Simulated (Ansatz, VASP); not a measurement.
## B in VASP and in Ansatz

```xyz
4
Lattice="1.4633 -2.6530 0.0000 1.4633 2.6530 0.0000 0.0000 0.0000 3.2478" Properties=species:S:1:pos:R:3 pbc="T T T"
B     1.4633   -0.8283    1.9157
B     1.4633    1.8247    2.9561
B     1.4633    0.8283    1.3322
B     1.4633   -1.8247    0.2918
```

Alike in both runs: functional PBEsol; k mesh 18 × 18 × 14; occupations gaussian, width 0.1 eV; no spin polarisation.

Ansatz relaxed the structure, and its values are those at the end. VASP's run is a single point on that final structure, the one shown.

|  | VASP | Ansatz |
| --- | --- | --- |
| version | VASP 6.6.1 | Ansatz 0.2.0 |
| potentials or method | VASP PAW PBE potentials, release 64 (B), cutoff 520 eV | scalar-relativistic, plane waves, PAW |
| valence electrons in the cell | 12 | 12 |

VASP gave:

* gap on the k mesh at the Fermi level (eV): none
* pressure (GPa): 0.4

Which values does Ansatz return?

gap on the k mesh at the Fermi level (eV): none; pressure (GPa): 0.0.

VASP's potentials were made for PBE, not for PBEsol. A gap of «none» marks a metal or a gap that the smearing closes. The functional is the same, so the differences come from potentials, cutoffs and numerics.
